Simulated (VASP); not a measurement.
# NiO2 (Pn-3m) in VASP: notebook

Runs on NiO2. Level: r2SCAN. Tasks: single point.

Everything below comes from runs of VASP 6.6.1. Logs are shortened: lines on timing, memory, paths and dates and some standing lists are left out, and cuts for length are marked.

### Step 1. The cell of the first run

Symmetry: Pn-3m, No. 224, cubic system. The conventional cell has a = 4.151 Å, b = 4.151 Å, c = 4.151 Å, α = 90.00°, β = 90.00°, γ = 90.00°. Ni (site symmetry -43m) has 4 O at 1.80 Å within 2.4 Å. Within 2.4 Å of O (site symmetry -3m) lie 2 Ni at 1.80 Å.

### Step 2. Single point, r2SCAN, collinear spin, ferromagnetic start

File POSCAR:

```
NiO2
1.0
    4.1510311849      0.0000000000      0.0000000000
    0.0000000000      4.1510311849      0.0000000000
    0.0000000000      0.0000000000      4.1510311849
Ni O
2 4
Direct
    0.0000000000      0.0000000000      0.0000000000
    0.5000000000      0.5000000000      0.5000000000
    0.2500000000      0.2500000000      0.2500000000
    0.2500000000      0.7500000000      0.7500000000
    0.7500000000      0.7500000000      0.2500000000
    0.7500000000      0.2500000000      0.7500000000
```

File INCAR.step1:

```
SYSTEM = NiO2
  ALGO = Normal
  EDIFF = 1E-4
  ENCUT = 520
  GGA = PE
  ISMEAR = 0
  ISPIN = 2
  LASPH = .TRUE.
  LCHARG = .FALSE.
  LMAXMIX = 4
  LREAL = .FALSE.
  LWAVE = .TRUE.
  MAGMOM = 2.11 2.11 1.03 1.03 1.03 1.03
  NBANDS = 35
  NELM = 150
  PREC = Accurate
  SIGMA = 0.1
```

File INCAR.step2:

```
SYSTEM = NiO2
  ALGO = Normal
  EDIFF = 1E-6
  ENCUT = 520
  ISIF = 2
  ISMEAR = 0
  ISPIN = 2
  ISTART = 1
  LASPH = .TRUE.
  LCHARG = .FALSE.
  LMAXMIX = 4
  LMIXTAU = .TRUE.
  LORBIT = 11
  LREAL = .FALSE.
  LWAVE = .FALSE.
  MAGMOM = 2.11 2.11 1.03 1.03 1.03 1.03
  METAGGA = R2SCAN
  NBANDS = 35
  NELM = 150
  PREC = Accurate
  SIGMA = 0.1
```

File KPOINTS:

```
k-points
0
G
  4 4 4
  0 0 0
```

Potentials or basis: VASP PAW PBE potentials, release 64 (Ni, O).

On the command line:

```
> cat potpaw_PBE.64/Ni/POTCAR potpaw_PBE.64/O/POTCAR > POTCAR
> cp INCAR.step1 INCAR
> mpirun -np 1 vasp_std > vasp.out
> cp INCAR.step2 INCAR
> mpirun -np 1 vasp_std > vasp.out
```

OUTCAR:

```text
SYSTEM = NiO2
   EDIFF = 1E-6
   ENCUT = 520
   ISIF = 2
   ISMEAR = 0
   ISPIN = 2
   ISTART = 1
   LASPH = .TRUE.
   LORBIT = 11
   LREAL = .FALSE.
   METAGGA = R2SCAN
   NELM = 150
   PREC = Accurate

 ion  position               nearest neighbor table
   1  0.000  0.000  0.000-   3 1.80   4 1.80   5 1.80   6 1.80
   2  0.500  0.500  0.500-   3 1.80   4 1.80   5 1.80   6 1.80
   3  0.250  0.250  0.250-   1 1.80   2 1.80
   4  0.250  0.750  0.750-   1 1.80   2 1.80
   5  0.750  0.750  0.250-   1 1.80   2 1.80
   6  0.750  0.250  0.750-   1 1.80   2 1.80

  LATTYP: Found a simple cubic cell.
 ALAT       =     4.1510311849

  Lattice vectors:

 A1 = (   4.1510311849,   0.0000000000,   0.0000000000)
 A2 = (   0.0000000000,   4.1510311849,   0.0000000000)
 A3 = (   0.0000000000,   0.0000000000,   4.1510311849)

Analysis of symmetry for initial positions (statically):
=====================================================================
 Subroutine PRICEL returns:
 Original cell was already a primitive cell.

 Routine SETGRP: Setting up the symmetry group for a
 simple cubic supercell.

 Subroutine GETGRP returns: Found 48 space group operations
 (whereof 24 operations were pure point group operations)
 out of a pool of 48 trial point group operations.

The static configuration has the point symmetry T_d .
 The point group associated with its full space group is O_h .

Analysis of symmetry for dynamics (positions and initial velocities):
=====================================================================
 Subroutine PRICEL returns:
 Original cell was already a primitive cell.

 Routine SETGRP: Setting up the symmetry group for a
 simple cubic supercell.

 Subroutine GETGRP returns: Found 48 space group operations
 (whereof 24 operations were pure point group operations)
 out of a pool of 48 trial point group operations.

The dynamic configuration has the point symmetry T_d .
 The point group associated with its full space group is O_h .

Analysis of structural, dynamic, and magnetic symmetry:
=====================================================================
 Subroutine PRICEL returns:
 Original cell was already a primitive cell.

 Routine SETGRP: Setting up the symmetry group for a
 simple cubic supercell.

 Subroutine GETGRP returns: Found 48 space group operations
 (whereof 24 operations were pure point group operations)
 out of a pool of 48 trial point group operations.

The overall configuration has the point symmetry T_d .
 The point group associated with its full space group is O_h .

 Subroutine INISYM returns: Found 48 space group operations
 (whereof 24 operations are pure point group operations),
 and found     1 'primitive' translations

----------------------------------------------------------------------------------------

                                     Primitive cell

  volume of cell :      71.5267

  direct lattice vectors                    reciprocal lattice vectors
     4.151031185  0.000000000  0.000000000     0.240903996  0.000000000  0.000000000
     0.000000000  4.151031185  0.000000000     0.000000000  0.240903996  0.000000000
     0.000000000  0.000000000  4.151031185     0.000000000  0.000000000  0.240903996

  length of vectors
     4.151031185  4.151031185  4.151031185     0.240903996  0.240903996  0.240903996

  position of ions in fractional coordinates (direct lattice)
     0.000000000  0.000000000  0.000000000
     0.500000000  0.500000000  0.500000000
     0.250000000  0.250000000  0.250000000
     0.250000000  0.750000000  0.750000000
     0.750000000  0.750000000  0.250000000
     0.750000000  0.250000000  0.750000000

  ion indices of the primitive-cell ions
   primitive index   ion index
                 1           1
                 2           2
                 3           3
                 4           4
                 5           5
[... 31 lines left out ...]
  0.250000  0.000000  0.000000      6.000000
  0.500000  0.000000  0.000000      3.000000
  0.250000  0.250000  0.000000     12.000000
  0.500000  0.250000  0.000000     12.000000
  0.500000  0.500000  0.000000      3.000000
  0.250000  0.250000  0.250000      8.000000
  0.500000  0.250000  0.250000     12.000000
  0.500000  0.500000  0.250000      6.000000
  0.500000  0.500000  0.500000      1.000000
   k-points           NKPTS =     10   k-points in BZ     NKDIM =     10   number of bands    NBANDS=     35
   number of dos      NEDOS =    301   number of ions     NIONS =      6
   total plane-waves  NPLWV =  32768
   dimension x,y,z NGX =    32 NGY =   32 NGZ =   32
   dimension x,y,z NGXF=    64 NGYF=   64 NGZF=   64
   ions per type =               2   4
   NGX,Y,Z   is equivalent  to a cutoff of  12.82, 12.82, 12.82 a.u.
   NGXF,Y,Z  is equivalent  to a cutoff of  25.63, 25.63, 25.63 a.u.
 SYSTEM =  NiO2
   PREC   = accura    normal or accurate (medium, high low for compatibility)
   ISTART =      1    job   : 0-new  1-cont  2-samecut
   ICHARG =      0    charge: 1-file 2-atom 10-const
   ISPIN  =      2    spin polarized calculation?
   LNONCOLLINEAR =      F non collinear calculations
   LSORBIT =      F    spin-orbit coupling
   LASPH  =      T    aspherical Exc in radial PAW
   ENCUT  =  520.0 eV  38.22 Ry    6.18 a.u.   7.72  7.72  7.72*2*pi/ulx,y,z
   NELM   =    150;   NELMIN=  2; NELMDL=  0     # of ELM steps
   EDIFF  = 0.1E-05   stopping-criterion for ELM
   LREAL  =      F    real-space projection
   EDIFFG = 0.1E-04   stopping-criterion for IOM
   NSW    =      0    number of steps for IOM
   IBRION =     -1    ionic relax: 0-MD 1-quasi-New 2-CG
   NFREE  =      0    steps in history (QN), initial steepest desc. (CG)
   ISIF   =      2    stress and relaxation
   ISYM   =      2    0-nonsym 1-usesym 2-fastsym
   POTIM  = 0.5000    time-step for ionic-motion
   TEBEG  =    0.0;   TEEND  =   0.0 temperature during run
   PSTRESS=    0.0 pullay stress
   NELECT =      44.0000    total number of electrons
   NUPDOWN=      -1.0000    fix difference up-down
   EMIN   =  10.00;   EMAX   =-10.00  energy-range for DOS
   EFERMI =   0.00;   METHOD = LEGACY
   ISMEAR =     0;   SIGMA  =   0.10  broadening in eV -4-tet -1-fermi 0-gaus
   EFERMI_NEDOS =   21; number of points for ismear=-14 and -15
   IALGO  =     38    algorithm
   IMIX   =      4    mixing-type and parameters
     AMIX     =   0.40;   BMIX     =  1.00
     AMIX_MAG =   1.60;   BMIX_MAG =  1.00
  volume/ion in A,a.u.               =      11.92        80.45
  Fermi-wavevector in a.u.,A,eV,Ry     =   1.392311  2.631087 26.375318  1.938531
  Thomas-Fermi vector in A             =   2.516066
   LORBIT       =     11    0 simple, 1 ext, 2 COOP (PROOUT), +10 PAW based schemes
   METAGGA = R2SCAN    functional components
   LHFCALC =     F    Hartree Fock is set to
   AEXX    =    0.0000 exact exchange contribution
   IVDW    =     0    specifies the selected vdW correction
   LEPSILON=     F    determine dielectric tensor
   LRPA    =     F    only Hartree local field effects (RPA)
 spin polarized calculation
 Gauss-broadening in eV      SIGMA  =   0.10
  energy-cutoff  :      520.00
  volume of cell :       71.53
 maximum number of plane-waves:      1956
 NGX is ok and might be reduce to    32
   NGX = 15   NGY = 15   NGZ = 15

 number of electron      44.0000053 magnetization      -0.0008675

 number of electron      44.0000053 magnetization       0.0012519

 Free energy of the ion-electron system (eV)
  ---------------------------------------------------
  ext. energy  EPLUGINS =         0.00000000
  ---------------------------------------------------
  free energy    TOTEN  =       -48.80348908 eV

  energy without entropy =      -48.78414146  energy(sigma->0) =      -48.79381527

 E-fermi :   1.4834     XC(G=0): -11.0185

 val. band max:        1.4078337440   @ k =   0.2500   0.2500   0.2500
 cond. band min:       1.4944247359   @ k =   0.2500   0.2500   0.2500
 fundamental gap:      0.0865909919
 Fermi energy:         1.4834340019

 spin component 1

 k-point     1 :       0.0000    0.0000    0.0000
  band No.  band energies     occupation
      1     -17.8611      1.00000
      2     -16.6893      1.00000
      3     -16.6893      1.00000
      4     -16.6893      1.00000
      5      -4.3632      1.00000
      6      -4.1436      1.00000
[... 359 lines left out ...]
     33      14.8803      0.00000
     34      14.8803      0.00000
 Fermi energy:         1.4834340019

 spin component 2

 k-point     1 :       0.0000    0.0000    0.0000
  band No.  band energies     occupation
      1     -17.8606      1.00000
      2     -16.6888      1.00000
      3     -16.6888      1.00000
      4     -16.6888      1.00000
      5      -4.3631      1.00000
      6      -4.1435      1.00000
[... 359 lines left out ...]
     33      14.8806      0.00000
     34      14.8806      0.00000
 [bands above 34 left out]

------------------------ aborting loop because EDIFF is reached ----------------------------------------

  FORCE on cell =-STRESS in cart. coord.  units (eV):
  Direction    XX          YY          ZZ          XY          YZ          ZX
  --------------------------------------------------------------------------------------
  -------------------------------------------------------------------------------------
  Total       -6.2769707     -6.2769707     -6.2769707      0.0000000      0.0000000      0.0000000
  in kB     -140.6023886   -140.6023886   -140.6023886      0.0000000      0.0000000      0.0000000
  external PRESSURE =    -140.6023886 kB  Pullay stress =       0.0000000 kB

 VOLUME and BASIS-vectors are now :
 -----------------------------------------------------------------------------
  energy-cutoff  :      520.00
  volume of cell :       71.53
      direct lattice vectors                 reciprocal lattice vectors
     4.151031185  0.000000000  0.000000000     0.240903996  0.000000000  0.000000000
     0.000000000  4.151031185  0.000000000     0.000000000  0.240903996  0.000000000
     0.000000000  0.000000000  4.151031185     0.000000000  0.000000000  0.240903996

 POSITION                                       TOTAL-FORCE (eV/Angst)
 -----------------------------------------------------------------------------------
      0.00000      0.00000      0.00000        -0.000000      0.000000     -0.000000
      2.07552      2.07552      2.07552        -0.000000      0.000000     -0.000000
      1.03776      1.03776      1.03776         0.000000     -0.000000      0.000000
      1.03776      3.11327      3.11327        -0.000000     -0.000000      0.000000
      3.11327      3.11327      1.03776         0.000000     -0.000000     -0.000000
      3.11327      1.03776      3.11327         0.000000      0.000000     -0.000000
 -----------------------------------------------------------------------------------
    total drift:                               -0.000000      0.000000      0.000000

  FREE ENERGIE OF THE ION-ELECTRON SYSTEM (eV)
  ---------------------------------------------------
  free  energy   TOTEN  =       -48.8034890812 eV

  energy  without entropy=      -48.7841414577  energy(sigma->0) =      -48.79381527

 total charge

# of ion       s       p       d       tot
------------------------------------------
    1        0.464   0.670   8.175   9.309
    2        0.464   0.670   8.175   9.309
    3        1.593   3.296   0.000   4.888
    4        1.593   3.296   0.000   4.888
    5        1.593   3.296   0.000   4.888
    6        1.593   3.296   0.000   4.888
--------------------------------------------------
tot          7.297  14.523  16.350  38.171

 magnetization (x)

# of ion       s       p       d       tot
------------------------------------------
    1       -0.000  -0.000   0.000   0.000
    2       -0.000  -0.000   0.000   0.000
    3        0.000   0.000   0.000   0.000
    4        0.000   0.000   0.000   0.000
    5        0.000   0.000   0.000   0.000
    6        0.000   0.000   0.000   0.000
--------------------------------------------------
tot          0.000   0.001   0.000   0.001
```

It took 72 s on 1 thread of Intel Xeon 6975P-C (Granite Rapids), shared host; peak memory 0.23 GiB.

Results:

```yaml
Free_energy: -48.8035 eV
Pressure: -14.1 GPa
Band_gap_on_the_k_mesh: zero (filled and empty bands overlap)
Net_moment: 0.00 μB per cell
Valence_electrons_inside_the_program's_atomic_spheres: Ni 9.31; O 4.89
```

Levels at points of the mesh, in eV from the Fermi level:
Spin up:
```
           k point  band 20  band 21  band 22  band 23  band 24  band 25
(0.00, 0.00, 0.00)    -1.52    -1.52    -0.21    -0.21     1.75     1.75
(0.50, 0.00, 0.00)    -0.58    -0.25    -0.25     0.25     0.25     0.83
(0.50, 0.50, 0.00)    -0.69     0.14     0.14     0.34     0.34     1.05
(0.50, 0.50, 0.50)    -0.87    -0.87     0.78     0.78     1.60     1.60
```
Spin down:
| k point | band 20 | band 21 | band 22 | band 23 | band 24 | band 25 |
| --- | --- | --- | --- | --- | --- | --- |
| (0.00, 0.00, 0.00) | -1.52 | -1.52 | -0.21 | -0.21 | 1.75 | 1.75 |
| (0.50, 0.00, 0.00) | -0.58 | -0.25 | -0.25 | 0.25 | 0.25 | 0.83 |
| (0.50, 0.50, 0.00) | -0.69 | 0.14 | 0.14 | 0.34 | 0.34 | 1.05 |
| (0.50, 0.50, 0.50) | -0.87 | -0.87 | 0.79 | 0.79 | 1.60 | 1.60 |

Caveat: the k points lie up to 0.38 Å⁻¹ apart, too coarse for converged energies and pressures of a metal; the PAW data sets were made with another functional, which shifts forces and pressure a little; semilocal functionals often make such compounds metallic where correlation or magnetic order opens a gap, which also shifts bond lengths.

### Step 3. Single point, r2SCAN, collinear spin, ferromagnetic start

This run uses another cell than the first one, of 14.06 Å³/atom.

POSCAR: that of step 2 with these lines changed.

```diff
@@ -2,5 +2,5 @@
 1.0
-    4.1510311849      0.0000000000      0.0000000000
-    0.0000000000      4.1510311849      0.0000000000
-    0.0000000000      0.0000000000      4.1510311849
+    4.3852570779      0.0000000000      0.0000000000
+    0.0000000000      4.3852570779      0.0000000000
+    0.0000000000      0.0000000000      4.3852570779
 Ni O
```

File INCAR.step1:

```
PREC = Accurate
ENCUT = 520
ISMEAR = 0
SIGMA = 0.1
LREAL = F
LASPH = T
NELM = 150
ISPIN = 2
MAGMOM = 2 2 0 0 0 0
LMAXMIX = 4
NBANDS = 35
GGA = PE
ALGO = Normal
EDIFF = 1E-4
LWAVE = T
LCHARG = F
```

File INCAR.step2:

```
PREC = Accurate
ENCUT = 520
EDIFF = 1E-6
ISMEAR = 0
SIGMA = 0.1
LREAL = F
LASPH = T
NELM = 150
ALGO = Normal
ISIF = 2
LWAVE = F
LCHARG = T
ISPIN = 2
MAGMOM = 2 2 0 0 0 0
LORBIT = 11
LMAXMIX = 4
METAGGA = R2SCAN
LMIXTAU = T
LELF = T
LVHAR = T
NBANDS = 35
ISTART = 1
```

File KPOINTS:

```
regular mesh
0
Gamma
  4 4 4
```

Potentials or basis: VASP PAW PBE potentials, release 64 (Ni, O).

On the command line:

```
> cat potpaw_PBE.64/Ni/POTCAR potpaw_PBE.64/O/POTCAR > POTCAR
> cp INCAR.step1 INCAR
> mpirun -np 1 vasp_std > vasp.out
> cp INCAR.step2 INCAR
> mpirun -np 1 vasp_std > vasp.out
```

Run time: 8.8 min. Hardware: 1 thread of Intel Xeon 6975P-C (Granite Rapids), shared host; peak memory 0.29 GiB.

Results (log left out):

```
Free energy                                           : -48.4211 eV
Pressure                                              : -15.5 GPa
Band gap on the k mesh                                : zero (filled and empty bands overlap)
Net moment                                            : 8.00 μB per cell
Site moments                                          : Ni +1.88; O +0.92 μB
Valence electrons inside the program's atomic spheres : Ni 8.96; O 4.84
```

Levels at points of the mesh, in eV from the Fermi level:
Spin up:
| k point | band 22 | band 23 | band 24 | band 25 | band 26 | band 27 | band 28 | band 29 | band 30 | band 31 |
| --- | --- | --- | --- | --- | --- | --- | --- | --- | --- | --- |
| (0.00, 0.00, 0.00) | -2.05 | -2.05 | -0.67 | -0.67 | -0.67 | 4.18 | 8.86 | 8.86 | 8.86 | 12.34 |
| (0.50, 0.00, 0.00) | -2.30 | -1.91 | -1.91 | -1.26 | -1.26 | 6.78 | 6.78 | 10.43 | 10.43 | 13.14 |
| (0.50, 0.50, 0.00) | -1.85 | -1.77 | -1.77 | -1.12 | -1.12 | 8.58 | 8.58 | 9.21 | 9.21 | 12.73 |
| (0.50, 0.50, 0.50) | -1.38 | -1.38 | -0.75 | -0.75 | -0.75 | 8.11 | 9.85 | 10.41 | 10.41 | 10.41 |
Spin down:
```tsv
k point	band 14	band 15	band 16	band 17	band 18	band 19	band 20	band 21	band 22	band 23
(0.00, 0.00, 0.00)	-0.80	-0.80	-0.75	-0.75	-0.75	-0.41	-0.41	-0.41	0.42	0.42
(0.50, 0.00, 0.00)	-1.26	-0.98	-0.98	-0.71	-0.71	0.17	0.17	0.74	0.74	0.96
(0.50, 0.50, 0.00)	-2.26	-0.77	-0.77	-0.76	-0.76	0.34	0.34	0.92	0.92	1.09
(0.50, 0.50, 0.50)	-1.67	-1.67	-0.51	-0.51	-0.51	0.18	0.18	0.18	1.44	1.44
```

Caveat: the cell stands under tension; the PAW data sets were made with another functional, which shifts forces and pressure a little; semilocal functionals often make such compounds metallic where correlation or magnetic order opens a gap, which also shifts bond lengths. With open d or f shells a metallic result of r2SCAN can be an artefact of self-interaction; +U or a hybrid may open a gap.
